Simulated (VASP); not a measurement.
# Mo (Im-3m) in VASP: settings compared

Mo is run at these levels: PBE, LDA; tasks: single point.

All numbers are computed with VASP 6.6.1; they aren't measurements. Logs are shortened: lines on timing, memory, paths and dates and some standing lists are left out, and cuts for length are marked.

### Step 1. The cell of the first run

Symmetry: Im-3m, No. 229, cubic system. The conventional cell has a = 3.168 Å, b = 3.168 Å, c = 3.168 Å, α = 90.00°, β = 90.00°, γ = 90.00°. Mo (site symmetry m-3m) has 14 Mo at 2.74 to 3.17 Å within 3.6 Å.

### Step 2. Single point, PBE

File INCAR:

```
PREC     = Accurate       # precision mode
ENCUT    = 520            # plane-wave cutoff, eV
EDIFF    = 1E-7           # SCF threshold, eV
ISMEAR   = 0              # smearing method
SIGMA    = 0.02           # smearing width, eV
LREAL    = F              # projectors in reciprocal space
LASPH    = T              # aspherical terms in the spheres
NELM     = 100            # most SCF steps
ALGO     = Normal         # electronic algorithm
ISIF     = 2              # what is computed and relaxed
LWAVE    = F              # write WAVECAR
LCHARG   = T              # write CHGCAR
GGA      = PE             # functional
LELF     = T              # ELF
LVHAR    = T            
NBANDS   = 13             # bands
```

File KPOINTS:

```
regular mesh
0
Gamma
  12 12 12
```

File POSCAR:

```
Mo
1.0
   -1.5838089719      1.5838089719      1.5838089719
    1.5838089719     -1.5838089719      1.5838089719
    1.5838089719      1.5838089719     -1.5838089719
Mo
1
Direct
    0.0000000000      0.0000000000      0.0000000000
```

Potentials or basis: VASP PAW PBE potentials, release 64 (Mo_sv).

The run is started by

```console
$ cat potpaw_PBE.64/Mo_sv/POTCAR > POTCAR
$ mpirun -np 1 vasp_std > vasp.out
```

OUTCAR:

```text
PREC = Accurate
   ENCUT = 520
   EDIFF = 1E-7
   ISMEAR = 0
   LREAL = F
   LASPH = T
   NELM = 100
   ISIF = 2
   GGA = PE

 ion  position               nearest neighbor table
   1  0.000  0.000  0.000-

  LATTYP: Found a body centered cubic cell.
 ALAT       =     3.1676179438

  Lattice vectors:

 A1 = (  -1.5838089719,   1.5838089719,   1.5838089719)
 A2 = (   1.5838089719,  -1.5838089719,   1.5838089719)
 A3 = (   1.5838089719,   1.5838089719,  -1.5838089719)

Analysis of symmetry for initial positions (statically):
=====================================================================
 Subroutine PRICEL returns:
 Original cell was already a primitive cell.

 Routine SETGRP: Setting up the symmetry group for a
 body centered cubic supercell.

 Subroutine GETGRP returns: Found 48 space group operations
 (whereof 48 operations were pure point group operations)
 out of a pool of 48 trial point group operations.

The static configuration has the point symmetry O_h .

Analysis of symmetry for dynamics (positions and initial velocities):
=====================================================================
 Subroutine PRICEL returns:
 Original cell was already a primitive cell.

 Routine SETGRP: Setting up the symmetry group for a
 body centered cubic supercell.

 Subroutine GETGRP returns: Found 48 space group operations
 (whereof 48 operations were pure point group operations)
 out of a pool of 48 trial point group operations.

The dynamic configuration has the point symmetry O_h .

 Subroutine INISYM returns: Found 48 space group operations
 (whereof 48 operations are pure point group operations),
 and found     1 'primitive' translations

----------------------------------------------------------------------------------------

                                     Primitive cell

  volume of cell :      15.8916

  direct lattice vectors                    reciprocal lattice vectors
    -1.583808972  1.583808972  1.583808972     0.000000000  0.315694638  0.315694638
     1.583808972 -1.583808972  1.583808972     0.315694638  0.000000000  0.315694638
     1.583808972  1.583808972 -1.583808972     0.315694638  0.315694638  0.000000000

  length of vectors
     2.743237609  2.743237609  2.743237609     0.446459639  0.446459639  0.446459639

  position of ions in fractional coordinates (direct lattice)
     0.000000000  0.000000000  0.000000000

  ion indices of the primitive-cell ions
   primitive index   ion index
                 1           1

----------------------------------------------------------------------------------------

 KPOINTS: regular mesh

Automatic generation of k-mesh.
 Grid dimensions read from file:
 generate k-points for:   12   12   12

 Generating k-lattice:

  Cartesian coordinates                     Fractional coordinates (reciprocal lattice)
     0.000000000  0.026307886  0.026307886     0.083333333  0.000000000  0.000000000
     0.026307886  0.000000000  0.026307886     0.000000000  0.083333333  0.000000000
     0.026307886  0.026307886  0.000000000     0.000000000  0.000000000  0.083333333

  Length of vectors
     0.037204970  0.037204970  0.037204970

  Shift w.r.t. Gamma in fractional coordinates (k-lattice)
     0.000000000  0.000000000  0.000000000

 Subroutine IBZKPT returns following result:
 ===========================================

 Found     72 irreducible k-points:

 Following reciprocal coordinates:
            Coordinates               Weight
  0.000000  0.000000  0.000000      1.000000
  0.083333  0.000000  0.000000     12.000000
  0.166667  0.000000  0.000000     12.000000
  0.250000  0.000000  0.000000     12.000000
  0.333333  0.000000  0.000000     12.000000
  0.416667  0.000000  0.000000     12.000000
[... 16 lines left out ...]
  0.333333  0.083333  0.083333     24.000000
  0.416667  0.083333  0.083333     12.000000
 [... further k-points ...]
   k-points           NKPTS =     72   k-points in BZ     NKDIM =     72   number of bands    NBANDS=     13
   number of dos      NEDOS =    301   number of ions     NIONS =      1
   total plane-waves  NPLWV =   8000
   dimension x,y,z NGX =    20 NGY =   20 NGZ =   20
   dimension x,y,z NGXF=    40 NGYF=   40 NGZF=   40
   ions per type =               1
   NGX,Y,Z   is equivalent  to a cutoff of  12.12, 12.12, 12.12 a.u.
   NGXF,Y,Z  is equivalent  to a cutoff of  24.24, 24.24, 24.24 a.u.
 SYSTEM =  unknown system
   PREC   = accura    normal or accurate (medium, high low for compatibility)
   ISTART =      0    job   : 0-new  1-cont  2-samecut
   ICHARG =      2    charge: 1-file 2-atom 10-const
   ISPIN  =      1    spin polarized calculation?
   LNONCOLLINEAR =      F non collinear calculations
   LSORBIT =      F    spin-orbit coupling
   LASPH  =      T    aspherical Exc in radial PAW
   ENCUT  =  520.0 eV  38.22 Ry    6.18 a.u.   5.10  5.10  5.10*2*pi/ulx,y,z
   NELM   =    100;   NELMIN=  2; NELMDL= -5     # of ELM steps
   EDIFF  = 0.1E-06   stopping-criterion for ELM
   LREAL  =      F    real-space projection
   EDIFFG = 0.1E-05   stopping-criterion for IOM
   NSW    =      0    number of steps for IOM
   IBRION =     -1    ionic relax: 0-MD 1-quasi-New 2-CG
   NFREE  =      0    steps in history (QN), initial steepest desc. (CG)
   ISIF   =      2    stress and relaxation
   ISYM   =      2    0-nonsym 1-usesym 2-fastsym
   POTIM  = 0.5000    time-step for ionic-motion
   TEBEG  =    0.0;   TEEND  =   0.0 temperature during run
   PSTRESS=    0.0 pullay stress
   NELECT =      14.0000    total number of electrons
   NUPDOWN=      -1.0000    fix difference up-down
   EMIN   =  10.00;   EMAX   =-10.00  energy-range for DOS
   EFERMI =   0.00;   METHOD = LEGACY
   ISMEAR =     0;   SIGMA  =   0.02  broadening in eV -4-tet -1-fermi 0-gaus
   EFERMI_NEDOS =   21; number of points for ismear=-14 and -15
   IALGO  =     38    algorithm
   IMIX   =      4    mixing-type and parameters
     AMIX     =   0.40;   BMIX     =  1.00
     AMIX_MAG =   1.60;   BMIX_MAG =  1.00
  volume/ion in A,a.u.               =      15.89       107.24
  Fermi-wavevector in a.u.,A,eV,Ry     =   1.569380  2.965698 33.510508  2.462953
  Thomas-Fermi vector in A             =   2.671271
   LORBIT       =      0    0 simple, 1 ext, 2 COOP (PROOUT), +10 PAW based schemes
   GGA     = PE    functional components
   LHFCALC =     F    Hartree Fock is set to
   AEXX    =    0.0000 exact exchange contribution
   IVDW    =     0    specifies the selected vdW correction
   LEPSILON=     F    determine dielectric tensor
   LRPA    =     F    only Hartree local field effects (RPA)
 non-spin polarized calculation
 Gauss-broadening in eV      SIGMA  =   0.02
  energy-cutoff  :      520.00
  volume of cell :       15.89
 maximum number of plane-waves:       442
   NGX = 11   NGY = 11   NGZ = 11

 number of electron      14.0000005 magnetization

 Free energy of the ion-electron system (eV)
  ---------------------------------------------------
  ext. energy  EPLUGINS =         0.00000000
  ---------------------------------------------------
  free energy    TOTEN  =       -10.94980960 eV

  energy without entropy =      -10.94972276  energy(sigma->0) =      -10.94976618

 E-fermi :  12.2761     XC(G=0): -13.2973

 val. band max:       12.2755581660   @ k =   0.5000   0.5000   0.0833
 cond. band min:      12.3344361981   @ k =  -0.3333   0.3333   0.2500
 fundamental gap:      0.0588780321
 Fermi energy:        12.2761170396

 k-point     1 :       0.0000    0.0000    0.0000
  band No.  band energies     occupation
      1     -48.9477      2.00000
      2     -22.2511      2.00000
      3     -22.2511      2.00000
      4     -22.2511      2.00000
      5       5.1490      2.00000
      6      10.9986      2.00000
      7      10.9986      2.00000
      8      10.9986      2.00000
      9      13.9630      0.00000
     10      13.9630      0.00000
     11      27.1363      0.00000
     12      27.1363      0.00000
     13      27.1363      0.00000

 k-point     2 :       0.0833    0.0000    0.0000
  band No.  band energies     occupation
      1     -48.9314      2.00000
      2     -22.3460      2.00000
      3     -22.2805      2.00000
      4     -22.2517      2.00000
      5       5.4477      2.00000
      6      10.8325      2.00000
      7      10.9673      2.00000
      8      11.2797      2.00000
      9      13.7324      0.00000
     10      13.9687      0.00000
     11      27.3483      0.00000
     12      27.6411      0.00000
     13      27.6924      0.00000

 k-point     3 :       0.1667    0.0000    0.0000
  band No.  band energies     occupation
      1     -48.8868      2.00000
      2     -22.6006      2.00000
      3     -22.3601      2.00000
      4     -22.2536      2.00000
      5       6.2389      2.00000
      6      10.4100      2.00000
      7      10.8211      2.00000
      8      12.0964      2.00000
      9      13.4068      0.00000
     10      14.0078      0.00000
     11      27.6346      0.00000
     12      28.6658      0.00000
     13      29.0662      0.00000

 k-point     4 :       0.2500    0.0000    0.0000
  band No.  band energies     occupation
      1     -48.8252      2.00000
      2     -22.9377      2.00000
      3     -22.4672      2.00000
      4     -22.2562      2.00000
      5       7.1066      2.00000
      6       9.8927      2.00000
      7      10.7914      2.00000
      8      13.3622      0.00000
      9      13.4444      0.00000
     10      14.1198      0.00000
     11      27.0711      0.00000
     12      28.3262      0.00000
     13      31.2016      0.00000

 k-point     5 :       0.3333    0.0000    0.0000
  band No.  band energies     occupation
      1     -48.7629      2.00000
      2     -23.2639      2.00000
      3     -22.5724      2.00000
      4     -22.2588      2.00000
      5       7.3782      2.00000
      6       9.4287      2.00000
      7      11.6122      2.00000
      8      13.7580      0.00000
      9      14.3093      0.00000
     10      14.8966      0.00000
     11      25.7754      0.00000
     12      26.5023      0.00000
     13      33.0160      0.00000
[... 257 lines left out ...]
 k-point    22 :       0.2500    0.0833    0.0833
  band No.  band energies     occupation
      1     -48.7510      2.00000
      2     -23.2721      2.00000
      3     -22.5837      2.00000
      4     -22.3402      2.00000
      5       7.9792      2.00000
      6       9.3367      2.00000
      7      10.6558      2.00000
      8      13.8580      0.00000
      9      14.3473      0.00000
     10      16.2886      0.00000
     11      26.2477      0.00000
     12      26.2866      0.00000
     13      29.9937      0.00000

 k-point    23 :       0.3333    0.0833    0.0833
  band No.  band energies     occupation
      1     -48.7102      2.00000
      2     -23.4350      2.00000
      3     -22.6963      2.00000
      4     -22.3476      2.00000
      5       7.7819      2.00000
      6       9.0839      2.00000
      7      11.9422      2.00000
      8      14.0739      0.00000
      9      14.5487      0.00000
     10      17.8592      0.00000
     11      24.1470      0.00000
     12      25.1731      0.00000
     13      28.6684      0.00000

 k-point    24 :       0.4167    0.0833    0.0833
  band No.  band energies     occupation
      1     -48.6952      2.00000
      2     -23.4928      2.00000
      3     -22.7386      2.00000
      4     -22.3503      2.00000
      5       7.6695      2.00000
      6       8.9979      2.00000
      7      12.6197      0.00000
      8      14.1428      0.00000
      9      14.6276      0.00000
     10      18.5628      0.00000
     11      23.1690      0.00000
     12      24.7769      0.00000
     13      28.1435      0.00000

 [... further k-points ...]
[... 5 lines left out ...]
  --------------------------------------------------------------------------------------
  -------------------------------------------------------------------------------------
  Total       -0.1418856     -0.1418856     -0.1418856      0.0000000      0.0000000     -0.0000000
  in kB      -14.3047531    -14.3047531    -14.3047531      0.0000000      0.0000000     -0.0000000
  external PRESSURE =     -14.3047531 kB  Pullay stress =       0.0000000 kB

 VOLUME and BASIS-vectors are now :
 -----------------------------------------------------------------------------
  energy-cutoff  :      520.00
  volume of cell :       15.89
      direct lattice vectors                 reciprocal lattice vectors
    -1.583808972  1.583808972  1.583808972     0.000000000  0.315694638  0.315694638
     1.583808972 -1.583808972  1.583808972     0.315694638  0.000000000  0.315694638
     1.583808972  1.583808972 -1.583808972     0.315694638  0.315694638  0.000000000

 POSITION                                       TOTAL-FORCE (eV/Angst)
 -----------------------------------------------------------------------------------
      0.00000      0.00000      0.00000         0.000000     -0.000000      0.000000
 -----------------------------------------------------------------------------------
    total drift:                                0.000000     -0.000000      0.000000

  FREE ENERGIE OF THE ION-ELECTRON SYSTEM (eV)
  ---------------------------------------------------
  free  energy   TOTEN  =       -10.9498096019 eV

  energy  without entropy=      -10.9497227561  energy(sigma->0) =      -10.94976618
```

Wall time 18 s (1 thread of Intel Xeon Platinum 8259CL at 2.50GHz (Skylake/Cascade Lake), shared host); peak memory 0.13 GiB.

What came out:

```
Free energy            : -10.9498 eV
Pressure               : -1.4 GPa
Band gap on the k mesh : zero (band 7 reaches 16.22 eV, above the bottom of band 8 at 11.00 eV)
```

### Step 3. Single point, PBE

File INCAR:

```
SYSTEM = Mo
PREC = Accurate ; ENCUT = 520
EDIFF = 1E-7 ; ISMEAR = 0
SIGMA = 0.022 ; LREAL = .False.
LASPH = .True. ; NELM = 60
ALGO = Normal ; ISIF = 2
LWAVE = .False. ; LCHARG = .True.
GGA = PE ; LELF = .True.
LVHAR = .True. ; NBANDS = 13
```

File KPOINTS:

```
regular mesh
0
Gamma
  12 12 12
  0 0 0
```

POSCAR is that of step 2.

Potentials or basis: VASP PAW PBE potentials, release 64 (Mo_sv).

The run is started by

```console
$ cat potpaw_PBE.64/Mo_sv/POTCAR > POTCAR
$ mpirun -np 1 vasp_std > vasp.out
```

It took 13 s on 1 thread of Intel Xeon Platinum 8259CL at 2.50GHz (Skylake/Cascade Lake), shared host; peak memory 0.13 GiB.

It converged, with:

```yaml
Free_energy: -10.9498 eV
Pressure: -1.4 GPa
Band_gap_on_the_k_mesh: zero (band 7 reaches 16.22 eV, above the bottom of band 8 at 11.00 eV)
```

Levels at points of the mesh, in eV from the Fermi level:
```csv
k point,band 3,band 4,band 5,band 6,band 7,band 8,band 9,band 10,band 11,band 12
"(0.00, 0.00, 0.00)",-34.53,-34.53,-7.13,-1.28,-1.28,-1.28,1.69,1.69,14.86,14.86
"(0.50, 0.00, 0.00)",-34.95,-34.54,-5.17,-3.27,1.62,1.71,2.32,4.68,11.45,11.98
"(0.50, 0.50, 0.50)",-35.45,-35.45,-5.26,-5.26,3.94,3.94,3.94,8.99,8.99,8.99
```

### Step 4. Single point, PBE

File INCAR:

```
SYSTEM = Mo
ALGO     = Fast           ! electronic algorithm
EDIFF    = 1E-7           ! SCF threshold, eV
ENCUT    = 520            ! plane-wave cutoff, eV
GGA      = PE             ! functional
ISIF     = 2              ! what is computed and relaxed
ISMEAR   = 0              ! smearing method
LASPH    = .TRUE.         ! aspherical terms in the spheres
LCHARG   = .FALSE.        ! write CHGCAR
LREAL    = .FALSE.        ! projectors in reciprocal space
LWAVE    = .FALSE.        ! write WAVECAR
NBANDS   = 13             ! bands
NELM     = 80             ! most SCF steps
PREC     = Accurate       ! precision mode
SIGMA    = 0.024          ! smearing width, eV
```

File KPOINTS:

```
k-points
0
G
  12 12 12
  0 0 0
```

POSCAR is that of step 3.

The run is started by

```console
$ cat potpaw_PBE.64/Mo_sv/POTCAR > POTCAR
$ mpirun -np 1 vasp_std > vasp.out
```

Wall time 20 s (1 thread of Intel Xeon Platinum 8259CL at 2.50GHz (Skylake/Cascade Lake), shared host); peak memory 0.13 GiB.

It converged, with:

```
Free energy            : -10.9498 eV
Pressure               : -1.4 GPa
Band gap on the k mesh : zero (band 7 reaches 16.22 eV, above the bottom of band 8 at 11.00 eV)
```

Levels at points of the mesh, in eV from the Fermi level:
| k point | band 5 | band 6 | band 7 | band 8 | band 9 | band 10 |
| --- | --- | --- | --- | --- | --- | --- |
| (0.00, 0.00, 0.00) | -7.13 | -1.28 | -1.28 | -1.28 | 1.69 | 1.69 |
| (0.50, 0.00, 0.00) | -5.17 | -3.27 | 1.62 | 1.70 | 2.32 | 4.68 |
| (0.50, 0.50, 0.50) | -5.26 | -5.26 | 3.94 | 3.94 | 3.94 | 8.99 |

### Step 5. Single point, LDA

File INCAR:

```
PREC = Accurate
ENCUT = 520
EDIFF = 1E-6
ISMEAR = 0
SIGMA = 0.1
LREAL = F
LASPH = T
NELM = 60
ALGO = Normal
ISIF = 2
LWAVE = F
LCHARG = F
NBANDS = 13
```

File KPOINTS:

```
regular mesh
0
Gamma
  12 12 12
```

POSCAR is that of step 4.

Potentials or basis: VASP PAW LDA potentials, release 64 (Mo_sv).

The run is started by

```console
$ cat potpaw_LDA.64/Mo_sv/POTCAR > POTCAR
$ mpirun -np 1 vasp_std > vasp.out
```

Run time: 11 s. Hardware: 1 thread of Intel Xeon Platinum 8259CL at 2.50GHz (Skylake/Cascade Lake), shared host; peak memory 0.12 GiB.

It converged, with:

```yaml
Free_energy: -12.1139 eV
Pressure: -13.2 GPa
Band_gap_on_the_k_mesh: zero (band 7 reaches 16.12 eV, above the bottom of band 8 at 10.86 eV)
```

Levels at points of the mesh, in eV from the Fermi level:
| k point | band 3 | band 4 | band 5 | band 6 | band 7 | band 8 | band 9 | band 10 | band 11 | band 12 |
| --- | --- | --- | --- | --- | --- | --- | --- | --- | --- | --- |
| (0.00, 0.00, 0.00) | -34.36 | -34.36 | -7.12 | -1.29 | -1.29 | -1.29 | 1.65 | 1.65 | 14.86 | 14.86 |
| (0.50, 0.00, 0.00) | -34.79 | -34.37 | -5.19 | -3.28 | 1.67 | 1.68 | 2.28 | 4.72 | 11.43 | 11.98 |
| (0.50, 0.50, 0.50) | -35.29 | -35.29 | -5.29 | -5.29 | 3.97 | 3.97 | 3.97 | 8.98 | 8.98 | 8.98 |

### Step 6. The runs side by side

| level | potentials or basis | smearing | gap on the mesh (eV) | pressure (GPa) |
| --- | --- | --- | --- | --- |
| PBE | VASP PAW PBE potentials, release 64 (Mo_sv) | gaussian 0.02 eV | none | -1.4 |
| PBE | VASP PAW PBE potentials, release 64 (Mo_sv) | gaussian 0.022 eV | none | -1.4 |
| PBE | VASP PAW PBE potentials, release 64 (Mo_sv) | gaussian 0.024 eV | none | -1.4 |
| LDA | VASP PAW LDA potentials, release 64 (Mo_sv) | gaussian 0.1 eV | none | -13.2 |

Alike in all rows: task single point; no spin polarisation; cell as given; k mesh 12 × 12 × 12; cutoff (eV) 520.

Absolute energies hang on the potentials; compare differences alone.
